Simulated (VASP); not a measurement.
# MoH3 (Cmmm) in VASP: single point with PBE

Aim: the single point of MoH3 with PBE.

Everything below comes from runs of VASP 6.6.1. Logs are shortened: lines on timing, memory, paths and dates and some standing lists are left out, and cuts for length are marked.

## Step 1: The cell of the first run

Symmetry: Cmmm, No. 65, orthorhombic system. The conventional cell has a = 2.660 Å, b = 4.604 Å, c = 4.895 Å, α = 90.00°, β = 90.00°, γ = 90.00°. H (site symmetry mm2) has 3 H at 1.20 to 1.46 Å within 1.6 Å. H (site symmetry mmm) has 4 H at 1.46 Å within 1.9 Å. Within 2.5 Å of Mo (site symmetry mmm) lie 2 H at 1.85 Å.

## Step 2: Single point, PBE

Contents of INCAR:

```
ALGO     = Normal         # electronic algorithm
EDIFF    = 1E-6           # SCF threshold, eV
ENCUT    = 500            # plane-wave cutoff, eV
GGA      = PE             # functional
GGA_COMPAT= F            
ISIF     = 2              # what is computed and relaxed
ISMEAR   = 0              # smearing method
LASPH    = T              # aspherical terms in the spheres
LCHARG   = F              # write CHGCAR
LREAL    = F              # projectors in reciprocal space
LWAVE    = F              # write WAVECAR
NBANDS   = 16             # bands
NELM     = 120            # most SCF steps
PREC     = Accurate       # precision mode
SIGMA    = 0.15           # smearing width, eV
```

Contents of KPOINTS:

```
k-points
0
Gamma
  5 5 3
```

Contents of POSCAR:

```
MoH3
1.0
    1.3298460579     -2.3019815584      0.0000000000
    1.3298460579      2.3019815584      0.0000000000
    0.0000000000      0.0000000000      4.8948164523
H Mo
3 1
Direct
    0.0000000000      0.0000000000      0.6224404421
    0.0000000000      0.0000000000      0.3775595579
    0.5000000000      0.5000000000      0.5000000000
    0.0000000000      0.0000000000      0.0000000000
```

Potentials or basis: VASP PAW PBE potentials, release 64 (H, Mo_sv).

On the command line:

```sh
cat potpaw_PBE.64/H/POTCAR potpaw_PBE.64/Mo_sv/POTCAR > POTCAR
mpirun -np 1 vasp_std > vasp.out
```

OUTCAR:

```text
EDIFF = 1E-6
   ENCUT = 500
   GGA = PE
   ISIF = 2
   ISMEAR = 0
   LASPH = T
   LREAL = F
   NELM = 120
   PREC = Accurate

 ion  position               nearest neighbor table
   1  0.000  0.000  0.622-   4 1.85
   2  0.000  0.000  0.378-   4 1.85
   3  0.500  0.500  0.500-
   4  0.000  0.000  0.000-   1 1.85   2 1.85

  LATTYP: Found a base centered orthorhombic cell.
 ALAT       =     2.6596921158
 B/A-ratio  =     1.7310135596
 C/A-ratio  =     1.8403695763

  Lattice vectors:

 A1 = (   1.3298460579,  -2.3019815584,   0.0000000000)
 A2 = (   1.3298460579,   2.3019815584,   0.0000000000)
 A3 = (   0.0000000000,   0.0000000000,   4.8948164523)

Analysis of symmetry for initial positions (statically):
=====================================================================
 Subroutine PRICEL returns:
 Original cell was already a primitive cell.

 Routine SETGRP: Setting up the symmetry group for a
 base centered orthorhombic supercell.

 Subroutine GETGRP returns: Found  8 space group operations
 (whereof  8 operations were pure point group operations)
 out of a pool of  8 trial point group operations.

The static configuration has the point symmetry D_2h.

Analysis of symmetry for dynamics (positions and initial velocities):
=====================================================================
 Subroutine PRICEL returns:
 Original cell was already a primitive cell.

 Routine SETGRP: Setting up the symmetry group for a
 base centered orthorhombic supercell.

 Subroutine GETGRP returns: Found  8 space group operations
 (whereof  8 operations were pure point group operations)
 out of a pool of  8 trial point group operations.

The dynamic configuration has the point symmetry D_2h.

 Subroutine INISYM returns: Found  8 space group operations
 (whereof  8 operations are pure point group operations),
 and found     1 'primitive' translations

----------------------------------------------------------------------------------------

                                     Primitive cell

  volume of cell :      29.9688

  direct lattice vectors                    reciprocal lattice vectors
     1.329846058 -2.301981558  0.000000000     0.375983368 -0.217204173  0.000000000
     1.329846058  2.301981558  0.000000000     0.375983368  0.217204173  0.000000000
     0.000000000  0.000000000  4.894816452     0.000000000  0.000000000  0.204297752

  length of vectors
     2.658497627  2.658497627  4.894816452     0.434213249  0.434213249  0.204297752

  position of ions in fractional coordinates (direct lattice)
     0.000000000  0.000000000  0.622440442
     0.000000000  0.000000000  0.377559558
     0.500000000  0.500000000  0.500000000
     0.000000000  0.000000000  0.000000000

  ion indices of the primitive-cell ions
   primitive index   ion index
                 1           1
                 2           2
                 3           3
                 4           4

----------------------------------------------------------------------------------------

 KPOINTS: k-points

Automatic generation of k-mesh.
 Grid dimensions read from file:
 generate k-points for:    5    5    3

 Generating k-lattice:

  Cartesian coordinates                     Fractional coordinates (reciprocal lattice)
     0.075196674 -0.043440835  0.000000000     0.200000000  0.000000000  0.000000000
     0.075196674  0.043440835  0.000000000     0.000000000  0.200000000  0.000000000
     0.000000000  0.000000000  0.068099251     0.000000000  0.000000000  0.333333333

  Length of vectors
     0.086842650  0.086842650  0.068099251

  Shift w.r.t. Gamma in fractional coordinates (k-lattice)
     0.000000000  0.000000000  0.000000000

 Subroutine IBZKPT returns following result:
 ===========================================

 Found     18 irreducible k-points:

 Following reciprocal coordinates:
            Coordinates               Weight
  0.000000  0.000000  0.000000      1.000000
  0.200000  0.000000  0.000000      4.000000
  0.400000 -0.000000  0.000000      4.000000
  0.200000  0.200000  0.000000      2.000000
  0.400000  0.200000  0.000000      4.000000
 -0.400000  0.200000  0.000000      4.000000
[... 10 lines left out ...]
  0.400000  0.400000  0.333333      4.000000
 -0.400000  0.400000  0.333333      4.000000
   k-points           NKPTS =     18   k-points in BZ     NKDIM =     18   number of bands    NBANDS=     16
   number of dos      NEDOS =    301   number of ions     NIONS =      4
   total plane-waves  NPLWV =  14400
   dimension x,y,z NGX =    20 NGY =   20 NGZ =   36
   dimension x,y,z NGXF=    40 NGYF=   40 NGZF=   72
   ions per type =               3   1
   NGX,Y,Z   is equivalent  to a cutoff of  12.51, 12.51, 12.23 a.u.
   NGXF,Y,Z  is equivalent  to a cutoff of  25.01, 25.01, 24.45 a.u.
 SYSTEM =  unknown system
   PREC   = accura    normal or accurate (medium, high low for compatibility)
   ISTART =      0    job   : 0-new  1-cont  2-samecut
   ICHARG =      2    charge: 1-file 2-atom 10-const
   ISPIN  =      1    spin polarized calculation?
   LNONCOLLINEAR =      F non collinear calculations
   LSORBIT =      F    spin-orbit coupling
   LASPH  =      T    aspherical Exc in radial PAW
   ENCUT  =  500.0 eV  36.75 Ry    6.06 a.u.   4.85  4.85  8.92*2*pi/ulx,y,z
   NELM   =    120;   NELMIN=  2; NELMDL= -5     # of ELM steps
   EDIFF  = 0.1E-05   stopping-criterion for ELM
   LREAL  =      F    real-space projection
   EDIFFG = 0.1E-04   stopping-criterion for IOM
   NSW    =      0    number of steps for IOM
   IBRION =     -1    ionic relax: 0-MD 1-quasi-New 2-CG
   NFREE  =      0    steps in history (QN), initial steepest desc. (CG)
   ISIF   =      2    stress and relaxation
   ISYM   =      2    0-nonsym 1-usesym 2-fastsym
   POTIM  = 0.5000    time-step for ionic-motion
   TEBEG  =    0.0;   TEEND  =   0.0 temperature during run
   PSTRESS=    0.0 pullay stress
   NELECT =      17.0000    total number of electrons
   NUPDOWN=      -1.0000    fix difference up-down
   EMIN   =  10.00;   EMAX   =-10.00  energy-range for DOS
   EFERMI =   0.00;   METHOD = LEGACY
   ISMEAR =     0;   SIGMA  =   0.15  broadening in eV -4-tet -1-fermi 0-gaus
   EFERMI_NEDOS =   21; number of points for ismear=-14 and -15
   IALGO  =     38    algorithm
   IMIX   =      4    mixing-type and parameters
     AMIX     =   0.40;   BMIX     =  1.00
     AMIX_MAG =   1.60;   BMIX_MAG =  1.00
  volume/ion in A,a.u.               =       7.49        50.56
  Fermi-wavevector in a.u.,A,eV,Ry     =   1.355193  2.560944 24.987767  1.836549
  Thomas-Fermi vector in A             =   2.482301
   LORBIT       =      0    0 simple, 1 ext, 2 COOP (PROOUT), +10 PAW based schemes
   GGA     = PE    functional components
   LHFCALC =     F    Hartree Fock is set to
   AEXX    =    0.0000 exact exchange contribution
   IVDW    =     0    specifies the selected vdW correction
   LEPSILON=     F    determine dielectric tensor
   LRPA    =     F    only Hartree local field effects (RPA)
 non-spin polarized calculation
 Gauss-broadening in eV      SIGMA  =   0.15
  energy-cutoff  :      500.00
  volume of cell :       29.97
 maximum number of plane-waves:       768
   NGX =  9   NGY =  9   NGZ = 17

 number of electron      16.9999995 magnetization

 Free energy of the ion-electron system (eV)
  ---------------------------------------------------
  ext. energy  EPLUGINS =         0.00000000
  ---------------------------------------------------
  free energy    TOTEN  =       -17.42770507 eV

  energy without entropy =      -17.41587643  energy(sigma->0) =      -17.42179075

 E-fermi :   6.3457     XC(G=0): -11.2557

 val. band max:        6.2239898335   @ k =   0.4000   0.2000   0.0000
 cond. band min:       6.4653809759   @ k =  -0.2000   0.2000   0.3333
 fundamental gap:      0.2413911425
 Fermi energy:         6.3457474330

 k-point     1 :       0.0000    0.0000    0.0000
  band No.  band energies     occupation
      1     -54.5786      2.00000
      2     -28.7128      2.00000
      3     -27.7193      2.00000
      4     -27.7007      2.00000
      5      -4.8175      2.00000
      6       1.5057      2.00000
[... 8 lines left out ...]
     15      20.9690      0.00000
     16      24.7398      0.00000

 k-point     2 :       0.2000    0.0000    0.0000
  band No.  band energies     occupation
      1     -54.4757      2.00000
      2     -28.6185      2.00000
      3     -28.3317      2.00000
      4     -27.8449      2.00000
      5      -3.8284      2.00000
      6       2.8099      2.00000
[... 8 lines left out ...]
     15      21.7347      0.00000
     16      22.7928      0.00000

 k-point     3 :       0.4000   -0.0000    0.0000
  band No.  band energies     occupation
      1     -54.3047      2.00000
      2     -29.2642      2.00000
      3     -28.4628      2.00000
      4     -28.0642      2.00000
      5      -1.2028      2.00000
      6       2.0833      2.00000
[... 8 lines left out ...]
     15      19.5692      0.00000
     16      20.1478      0.00000

 k-point     4 :       0.2000    0.2000    0.0000
  band No.  band energies     occupation
      1     -54.3381      2.00000
      2     -28.9412      2.00000
      3     -28.4930      2.00000
      4     -28.1917      2.00000
      5      -1.8446      2.00000
      6       3.8559      2.00000
[... 8 lines left out ...]
     15      20.0580      0.00000
     16      22.3462      0.00000
[... 210 lines left out ...]
 k-point    16 :      -0.2000    0.2000    0.3333
  band No.  band energies     occupation
      1     -54.4755      2.00000
      2     -28.6218      2.00000
      3     -28.3184      2.00000
      4     -27.8592      2.00000
      5      -3.5148      2.00000
      6       2.3266      2.00000
[... 8 lines left out ...]
     15      19.0154      0.00000
     16      22.9277      0.00000

 k-point    17 :       0.4000    0.4000    0.3333
  band No.  band energies     occupation
      1     -54.2508      2.00000
      2     -29.2105      2.00000
      3     -28.5057      2.00000
      4     -28.4166      2.00000
      5      -0.6031      2.00000
      6       3.4332      2.00000
[... 8 lines left out ...]
     15      18.7069      0.00000
     16      20.2036      0.00000

 k-point    18 :      -0.4000    0.4000    0.3333
  band No.  band energies     occupation
      1     -54.3042      2.00000
      2     -29.2522      2.00000
      3     -28.4654      2.00000
      4     -28.0790      2.00000
      5      -1.7467      2.00000
      6       2.0460      2.00000
[... 8 lines left out ...]
     15      18.5302      0.00000
     16      20.4461      0.00000

------------------------ aborting loop because EDIFF is reached ----------------------------------------

  FORCE on cell =-STRESS in cart. coord.  units (eV):
  Direction    XX          YY          ZZ          XY          YZ          ZX
  --------------------------------------------------------------------------------------
  -------------------------------------------------------------------------------------
  Total        0.0048781      0.0014758     -0.0532137     -0.0000000      0.0000000      0.0000000
  in kB        0.2607922      0.0788970     -2.8448837     -0.0000000      0.0000000      0.0000000
  external PRESSURE =      -0.8350648 kB  Pullay stress =       0.0000000 kB

 VOLUME and BASIS-vectors are now :
 -----------------------------------------------------------------------------
  energy-cutoff  :      500.00
  volume of cell :       29.97
      direct lattice vectors                 reciprocal lattice vectors
     1.329846058 -2.301981558  0.000000000     0.375983368 -0.217204173  0.000000000
     1.329846058  2.301981558  0.000000000     0.375983368  0.217204173  0.000000000
     0.000000000  0.000000000  4.894816452     0.000000000  0.000000000  0.204297752

 POSITION                                       TOTAL-FORCE (eV/Angst)
 -----------------------------------------------------------------------------------
      0.00000      0.00000      3.04673        -0.000000      0.000000     -0.015786
      0.00000      0.00000      1.84808        -0.000000      0.000000      0.015786
      1.32985      0.00000      2.44741         0.000000      0.000000      0.000000
      0.00000      0.00000      0.00000         0.000000      0.000000      0.000000
 -----------------------------------------------------------------------------------
    total drift:                                0.000000     -0.000000      0.000000

  FREE ENERGIE OF THE ION-ELECTRON SYSTEM (eV)
  ---------------------------------------------------
  free  energy   TOTEN  =       -17.4277050681 eV

  energy  without entropy=      -17.4158764278  energy(sigma->0) =      -17.42179075
```

Run time: 3.7 s. Hardware: 1 thread of Intel Xeon 6975P-C (Granite Rapids), shared host; peak memory 0.14 GiB.

What came out:

| Item | Value |
| --- | --- |
| Free energy | -17.4277 eV |
| Pressure | -0.1 GPa |
| Largest force | 0.016 eV/Å |

Forces on the atoms (eV/Å):
```
H    0.000  0.000 -0.016
H    0.000  0.000  0.016
H    0.000  0.000  0.000
Mo   0.000  0.000  0.000
```

Stress tensor (GPa, compression positive):
```
 0.03  0.00  0.00
 0.00  0.01  0.00
 0.00  0.00 -0.28
```

Caveat: the k points lie up to 0.55 Å⁻¹ apart.
